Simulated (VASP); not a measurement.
# Al3Cu (P4/mmm) in VASP: a series of runs

Al3Cu is run at these levels: LDA; tasks: single point.

Program: VASP 6.6.1. These are calculated values, not measurements. Logs are shortened: lines on timing, memory, paths and dates and some standing lists are left out, and cuts for length are marked.

### 1 The cell of the first run

It takes space group P4/mmm (No. 123, tetragonal). The conventional cell has a = 2.778 Å, b = 2.778 Å, c = 7.513 Å, α = 90.00°, β = 90.00°, γ = 90.00°. Al (site symmetry 4/mmm) has 12 Al at 2.78 to 2.85 Å within 3.7 Å. Al (site symmetry 4mm) has 4 Cu at 2.60 Å and 9 Al at 2.78 to 3.40 Å within 3.4 Å. Within 3.4 Å of Cu (site symmetry 4/mmm) lie 8 Al at 2.60 Å and 4 Cu at 2.78 Å.

### 2 Single point, LDA

File INCAR:

```
PREC = Accurate
ENCUT = 520
EDIFF = 1E-6
ISMEAR = -1
SIGMA = 0.1
LREAL = False
LASPH = True
NELM = 80
ALGO = Normal
ISIF = 2
LWAVE = False
LCHARG = True
GGA = CA
LELF = True
LVHAR = True
NBANDS = 18
```

File KPOINTS:

```
regular mesh
0
Gamma
  9 9 4
```

File POSCAR:

```
Al3Cu
1.0
    2.7784054300      0.0000000000      0.0000000000
    0.0000000000      2.7784054300      0.0000000000
    0.0000000000      0.0000000000      7.5134034100
Al Cu
3 1
Direct
    0.0000000000      0.0000000000      0.5000000000
    0.5000000000      0.5000000000      0.2261155100
    0.5000000000      0.5000000000      0.7738844900
    0.0000000000      0.0000000000      0.0000000000
```

Potentials or basis: VASP PAW LDA potentials, release 64 (Al, Cu).

Launch:

```bash
> cat potpaw_LDA.64/Al/POTCAR potpaw_LDA.64/Cu/POTCAR > POTCAR
> mpirun -np 1 vasp_std > vasp.out
```

OUTCAR:

```text
PREC = Accurate
   ENCUT = 520
   EDIFF = 1E-6
   ISMEAR = -1
   LREAL = False
   LASPH = True
   NELM = 80
   ISIF = 2
   GGA = CA

 ion  position               nearest neighbor table
   1  0.000  0.000  0.500-   2 2.85   3 2.85   2 2.85   3 2.85   2 2.85   3 2.85   2 2.85   3 2.85

   2  0.500  0.500  0.226-   4 2.60   4 2.60   4 2.60   4 2.60   1 2.85   1 2.85   1 2.85   1 2.85

   3  0.500  0.500  0.774-   4 2.60   4 2.60   4 2.60   4 2.60   1 2.85   1 2.85   1 2.85   1 2.85

   4  0.000  0.000  0.000-   2 2.60   3 2.60   2 2.60   3 2.60   2 2.60   3 2.60   2 2.60   3 2.60

  LATTYP: Found a simple tetragonal cell.
 ALAT       =     2.7784054300
 C/A-ratio  =     2.7042141974

  Lattice vectors:

 A1 = (   2.7784054300,   0.0000000000,   0.0000000000)
 A2 = (   0.0000000000,   2.7784054300,   0.0000000000)
 A3 = (   0.0000000000,   0.0000000000,   7.5134034100)

Analysis of symmetry for initial positions (statically):
=====================================================================
 Subroutine PRICEL returns:
 Original cell was already a primitive cell.

 Routine SETGRP: Setting up the symmetry group for a
 simple tetragonal supercell.

 Subroutine GETGRP returns: Found 16 space group operations
 (whereof 16 operations were pure point group operations)
 out of a pool of 16 trial point group operations.

The static configuration has the point symmetry D_4h.

Analysis of symmetry for dynamics (positions and initial velocities):
=====================================================================
 Subroutine PRICEL returns:
 Original cell was already a primitive cell.

 Routine SETGRP: Setting up the symmetry group for a
 simple tetragonal supercell.

 Subroutine GETGRP returns: Found 16 space group operations
 (whereof 16 operations were pure point group operations)
 out of a pool of 16 trial point group operations.

The dynamic configuration has the point symmetry D_4h.

 Subroutine INISYM returns: Found 16 space group operations
 (whereof 16 operations are pure point group operations),
 and found     1 'primitive' translations

----------------------------------------------------------------------------------------

                                     Primitive cell

  volume of cell :      58.0000

  direct lattice vectors                    reciprocal lattice vectors
     2.778405430  0.000000000  0.000000000     0.359918675  0.000000000  0.000000000
     0.000000000  2.778405430  0.000000000     0.000000000  0.359918675  0.000000000
     0.000000000  0.000000000  7.513403410     0.000000000  0.000000000  0.133095476

  length of vectors
     2.778405430  2.778405430  7.513403410     0.359918675  0.359918675  0.133095476

  position of ions in fractional coordinates (direct lattice)
     0.000000000  0.000000000  0.500000000
     0.500000000  0.500000000  0.226115510
     0.500000000  0.500000000  0.773884490
     0.000000000  0.000000000  0.000000000

  ion indices of the primitive-cell ions
   primitive index   ion index
                 1           1
                 2           2
                 3           3
                 4           4

----------------------------------------------------------------------------------------

 KPOINTS: regular mesh

Automatic generation of k-mesh.
 Grid dimensions read from file:
 generate k-points for:    9    9    4

 Generating k-lattice:

  Cartesian coordinates                     Fractional coordinates (reciprocal lattice)
     0.039990964  0.000000000  0.000000000     0.111111111  0.000000000  0.000000000
     0.000000000  0.039990964  0.000000000     0.000000000  0.111111111  0.000000000
     0.000000000  0.000000000  0.033273869     0.000000000  0.000000000  0.250000000

  Length of vectors
     0.039990964  0.039990964  0.033273869

  Shift w.r.t. Gamma in fractional coordinates (k-lattice)
     0.000000000  0.000000000  0.000000000

 Subroutine IBZKPT returns following result:
 ===========================================

 Found     45 irreducible k-points:

 Following reciprocal coordinates:
            Coordinates               Weight
  0.000000  0.000000  0.000000      1.000000
  0.111111  0.000000  0.000000      4.000000
  0.222222  0.000000  0.000000      4.000000
  0.333333  0.000000  0.000000      4.000000
  0.444444  0.000000  0.000000      4.000000
  0.111111  0.111111  0.000000      4.000000
[... 16 lines left out ...]
  0.333333  0.111111  0.250000     16.000000
  0.444444  0.111111  0.250000     16.000000
 [... further k-points ...]
   k-points           NKPTS =     45   k-points in BZ     NKDIM =     45   number of bands    NBANDS=     18
   number of dos      NEDOS =    301   number of ions     NIONS =      4
   total plane-waves  NPLWV =  32256
   dimension x,y,z NGX =    24 NGY =   24 NGZ =   56
   dimension x,y,z NGXF=    48 NGYF=   48 NGZF=  112
   ions per type =               3   1
   NGX,Y,Z   is equivalent  to a cutoff of  14.36, 14.36, 12.39 a.u.
   NGXF,Y,Z  is equivalent  to a cutoff of  28.72, 28.72, 24.78 a.u.
 SYSTEM =  unknown system
   PREC   = accura    normal or accurate (medium, high low for compatibility)
   ISTART =      0    job   : 0-new  1-cont  2-samecut
   ICHARG =      2    charge: 1-file 2-atom 10-const
   ISPIN  =      1    spin polarized calculation?
   LNONCOLLINEAR =      F non collinear calculations
   LSORBIT =      F    spin-orbit coupling
   LASPH  =      T    aspherical Exc in radial PAW
   ENCUT  =  520.0 eV  38.22 Ry    6.18 a.u.   5.17  5.17 13.97*2*pi/ulx,y,z
   NELM   =     80;   NELMIN=  2; NELMDL= -5     # of ELM steps
   EDIFF  = 0.1E-05   stopping-criterion for ELM
   LREAL  =      F    real-space projection
   EDIFFG = 0.1E-04   stopping-criterion for IOM
   NSW    =      0    number of steps for IOM
   IBRION =     -1    ionic relax: 0-MD 1-quasi-New 2-CG
   NFREE  =      0    steps in history (QN), initial steepest desc. (CG)
   ISIF   =      2    stress and relaxation
   ISYM   =      2    0-nonsym 1-usesym 2-fastsym
   POTIM  = 0.5000    time-step for ionic-motion
   TEBEG  =    0.0;   TEEND  =   0.0 temperature during run
   PSTRESS=    0.0 pullay stress
   NELECT =      20.0000    total number of electrons
   NUPDOWN=      -1.0000    fix difference up-down
   EMIN   =  10.00;   EMAX   =-10.00  energy-range for DOS
   EFERMI =   0.00;   METHOD = LEGACY
   ISMEAR =    -1;   SIGMA  =   0.10  broadening in eV -4-tet -1-fermi 0-gaus
   EFERMI_NEDOS =   21; number of points for ismear=-14 and -15
   IALGO  =     38    algorithm
   IMIX   =      4    mixing-type and parameters
     AMIX     =   0.40;   BMIX     =  1.00
     AMIX_MAG =   1.60;   BMIX_MAG =  1.00
  volume/ion in A,a.u.               =      14.50        97.85
  Fermi-wavevector in a.u.,A,eV,Ry     =   1.148001  2.169407 17.931197  1.317906
  Thomas-Fermi vector in A             =   2.284678
   LORBIT       =      0    0 simple, 1 ext, 2 COOP (PROOUT), +10 PAW based schemes
   GGA     = CA    functional components
   LHFCALC =     F    Hartree Fock is set to
   AEXX    =    0.0000 exact exchange contribution
   IVDW    =     0    specifies the selected vdW correction
   LEPSILON=     F    determine dielectric tensor
   LRPA    =     F    only Hartree local field effects (RPA)
 non-spin polarized calculation
  energy-cutoff  :      520.00
  volume of cell :       58.00
 maximum number of plane-waves:      1580
 NGX is ok and might be reduce to    24
   NGX = 11   NGY = 11   NGZ = 27

 number of electron      20.0000014 magnetization

 Free energy of the ion-electron system (eV)
  ---------------------------------------------------
  ext. energy  EPLUGINS =         0.00000000
  ---------------------------------------------------
  free energy    TOTEN  =       -17.69509556 eV

  energy without entropy =      -17.66169835  energy(sigma->0) =      -17.67839695

 E-fermi :   8.4444     XC(G=0): -11.1093

 val. band max:        8.3860650456   @ k =   0.4444   0.2222   0.2500
 cond. band min:       8.5643042365   @ k =   0.2222   0.0000   0.0000
 fundamental gap:      0.1782391909
 Fermi energy:         8.4444018696

 k-point     1 :       0.0000    0.0000    0.0000
  band No.  band energies     occupation
      1      -2.8793      2.00000
      2      -0.4205      2.00000
      3      -0.0783      2.00000
      4       3.9169      2.00000
      5       4.0086      2.00000
      6       4.7908      2.00000
[... 10 lines left out ...]
     17      17.5242      0.00000
     18      17.5242      0.00000

 k-point     2 :       0.1111    0.0000    0.0000
  band No.  band energies     occupation
      1      -2.6414      2.00000
      2      -0.2053      2.00000
      3       0.1610      2.00000
      4       3.9585      2.00000
      5       4.0745      2.00000
      6       4.6513      2.00000
[... 10 lines left out ...]
     17      17.7864      0.00000
     18      18.2474      0.00000

 k-point     3 :       0.2222    0.0000    0.0000
  band No.  band energies     occupation
      1      -1.9322      2.00000
      2       0.4275      2.00000
      3       0.8687      2.00000
      4       4.0453      2.00000
      5       4.2326      2.00000
      6       4.3881      2.00000
[... 10 lines left out ...]
     17      18.0164      0.00000
     18      18.5572      0.00000

 k-point     4 :       0.3333    0.0000    0.0000
  band No.  band energies     occupation
      1      -0.7673      2.00000
      2       1.4194      2.00000
      3       2.0014      2.00000
      4       4.0196      2.00000
      5       4.1659      2.00000
      6       4.2994      2.00000
[... 375 lines left out ...]
      4       4.0424      2.00000
      5       4.1415      2.00000
      6       4.5504      2.00000
[... 10 lines left out ...]
     17      17.2665      0.00000
     18      17.6940      0.00000

 k-point    23 :       0.3333    0.1111    0.2500
  band No.  band energies     occupation
      1      -0.3879      2.00000
      2       0.8719      2.00000
      3       3.0143      2.00000
      4       4.0693      2.00000
      5       4.1201      2.00000
      6       4.5162      2.00000
[... 10 lines left out ...]
     17      17.9057      0.00000
     18      18.4533      0.00000

 k-point    24 :       0.4444    0.1111    0.2500
  band No.  band energies     occupation
      1       1.1753      2.00000
      2       2.2417      2.00000
      3       3.0279      2.00000
      4       3.4090      2.00000
      5       4.1558      2.00000
      6       4.2721      2.00000
[... 10 lines left out ...]
     17      17.1839      0.00000
     18      17.4914      0.00000

 [... further k-points ...]
[... 5 lines left out ...]
  --------------------------------------------------------------------------------------
  -------------------------------------------------------------------------------------
  Total       -1.0837367     -1.0837367      0.2253574      0.0000000      0.0000000      0.0000000
  in kB      -29.9368715    -29.9368715      6.2252158      0.0000000      0.0000000      0.0000000
  external PRESSURE =     -17.8828424 kB  Pullay stress =       0.0000000 kB

 VOLUME and BASIS-vectors are now :
 -----------------------------------------------------------------------------
  energy-cutoff  :      520.00
  volume of cell :       58.00
      direct lattice vectors                 reciprocal lattice vectors
     2.778405430  0.000000000  0.000000000     0.359918675  0.000000000  0.000000000
     0.000000000  2.778405430  0.000000000     0.000000000  0.359918675  0.000000000
     0.000000000  0.000000000  7.513403410     0.000000000  0.000000000  0.133095476

 POSITION                                       TOTAL-FORCE (eV/Angst)
 -----------------------------------------------------------------------------------
      0.00000      0.00000      3.75670         0.000000     -0.000000      0.000000
      1.38920      1.38920      1.69890        -0.000000      0.000000     -0.459976
      1.38920      1.38920      5.81451        -0.000000      0.000000      0.459976
      0.00000      0.00000      0.00000         0.000000     -0.000000      0.000000
 -----------------------------------------------------------------------------------
    total drift:                                0.000000      0.000000     -0.000000

  FREE ENERGIE OF THE ION-ELECTRON SYSTEM (eV)
  ---------------------------------------------------
  free  energy   TOTEN  =       -17.6950955632 eV

  energy  without entropy=      -17.6616983464  energy(sigma->0) =      -17.67839695
```

It took 64 s on 1 thread of Intel Xeon 8259CL, shared host; peak memory 0.18 GiB.

Results:

```
Free energy            : -17.6951 eV
Pressure               : -1.8 GPa
Largest force          : 0.460 eV/Å
Band gap on the k mesh : zero (band 10 reaches 12.72 eV, above the bottom of band 11 at 6.92 eV)
```

Forces in eV/Å, atoms in the order of the input:
```
Al   0.000  0.000  0.000
Al   0.000  0.000 -0.460
Al   0.000  0.000  0.460
Cu   0.000  0.000  0.000
```

### 3 Single point, LDA

File INCAR:

```
  PREC = Accurate
  ENCUT = 520
  EDIFF = 1E-6
  ISMEAR = -1
  SIGMA = 0.1
  LREAL = False
  LASPH = True
  NELM = 60
  ALGO = Normal
  ISIF = 2
  LWAVE = False
  LCHARG = False
  NBANDS = 18
```

KPOINTS is that of step 2.

POSCAR is that of step 2.

Potentials or basis: VASP PAW LDA potentials, release 64 (Al, Cu).

Launch:

```bash
> cat potpaw_LDA.64/Al/POTCAR potpaw_LDA.64/Cu/POTCAR > POTCAR
> mpirun -np 1 vasp_std > vasp.out
```

Run time: 67 s. Hardware: 1 thread of Intel Xeon 8259CL, shared host; peak memory 0.18 GiB.

Results (log left out):

```
Free energy            : -17.6951 eV
Pressure               : -1.8 GPa
Largest force          : 0.460 eV/Å
Band gap on the k mesh : zero (band 10 reaches 12.72 eV, above the bottom of band 11 at 6.92 eV)
```

Forces on the atoms (eV/Å):
```
Al   0.000  0.000  0.000
Al   0.000  0.000 -0.460
Al   0.000  0.000  0.460
Cu   0.000  0.000  0.000
```

Stress tensor (GPa, compression positive):
```
-2.99  0.00  0.00
 0.00 -2.99  0.00
 0.00  0.00  0.62
```

Levels at points of the mesh, in eV from the Fermi level:
```tsv
k point	band 6	band 7	band 8	band 9	band 10	band 11	band 12	band 13	band 14	band 15
(0.00, 0.00, 0.00)	-3.65	-3.65	-3.26	-1.75	0.63	6.20	6.43	6.43	7.90	8.82
(0.00, 0.00, 0.50)	-3.65	-3.65	-3.55	-3.26	4.27	5.79	6.18	6.89	6.89	7.26
```
